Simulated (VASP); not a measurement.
Write the native input for VASP 6.6.1 that does the following.

| Property | Result |
| --- | --- |
| Task | single point |
| Functional | LDA |
| Potentials or basis | VASP PAW LDA potentials, release 64 (Zr_sv, S) |
| Cutoff | 520 eV |
| k mesh | 16 × 16 × 16 |
| Occupations | gaussian, width 0.15 eV |
| Spin | no spin polarisation |
| Dipole correction | no |
| Further INCAR settings | ALGO = Normal; EDIFF = 1e-06; NBANDS = 16 |

The structure of ZrS lies in POSCAR:

```
ZrS
1.0
    0.0000000000      2.5671447250      2.5671447250
    2.6269591971      0.0000000000      2.5671447250
    2.6269591971      2.5671447250      0.0000000000
Zr S
1 1
Direct
    0.0000000000      0.0000000000      0.0000000000
    0.5000000000      0.5000000000      0.5000000000
```

This cell differs from its parent crystal: the cell strained.

These files were run (other wordings do the same):

INCAR

```
SYSTEM = ZrS
PREC = Accurate
ENCUT = 520
EDIFF = 1E-6
ISMEAR = 0
SIGMA = 0.15
LREAL = .FALSE.
LASPH = .TRUE.
NELM = 60
ALGO = Normal
ISIF = 2
LWAVE = .FALSE.
LCHARG = .FALSE.
NBANDS = 16
```

KPOINTS

```
Automatic mesh
0
G
  16 16 16
  0 0 0
```

Potentials or basis: VASP PAW LDA potentials, release 64 (Zr_sv, S).

The run is started by

```console
$ cat potpaw_LDA.64/Zr_sv/POTCAR potpaw_LDA.64/S/POTCAR > POTCAR
$ mpirun -np 1 vasp_std > vasp.out
```

It gave:

```
Pressure               : -3.0 GPa
Band gap on the k mesh : zero (bands 9 and 10 overlap by 2.88 eV)
```

Caveat: the cell differs from its parent crystal (the cell strained); the cell stands under tension.

It took 2.5 min on 1 thread of AMD EPYC 7R43 64-Core Processor (Zen 3) (shared host), peak memory 0.25 GiB.
